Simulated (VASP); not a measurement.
A run of VASP 6.6.1 is set up as follows.

The input INCAR:

```
SYSTEM = CdS
PREC = Accurate
ENCUT = 520
EDIFF = 1E-7
ISMEAR = 0
SIGMA = 0.02
LREAL = .FALSE.
LASPH = .TRUE.
NELM = 100
ALGO = Normal
ISIF = 2
LWAVE = .FALSE.
LCHARG = .TRUE.
GGA = CA
LELF = .TRUE.
LVHAR = .TRUE.
NBANDS = 16
```

File KPOINTS:

```
Automatic mesh
0
G
  6 6 4
  0 0 0
```

File POSCAR:

```
CdS
1.0
    4.3463934000      0.0000000000      0.0000000000
   -2.1731967000      3.7640866200      0.0000000000
    0.0000000000      0.0000000000      5.8041730000
Cd S
1 1
Direct
    0.0000000000      0.0000000000      0.4426920000
    0.6666666667      0.3333333333      0.4343080000
```

Potentials or basis: VASP PAW LDA potentials, release 64 (Cd, S).

Command:

```console
$ cat potpaw_LDA.64/Cd/POTCAR potpaw_LDA.64/S/POTCAR > POTCAR
$ mpirun -np 1 vasp_std > vasp.out
```

(1) What does it give for the largest force?

(2) What does it give for the band gap on the k mesh?

(3) Predict the pressure.

Results:

(1) 0.033 eV/Å.

(2) 1.02 eV, indirect (least direct gap 1.16 eV).

(3) -3.6 GPa.
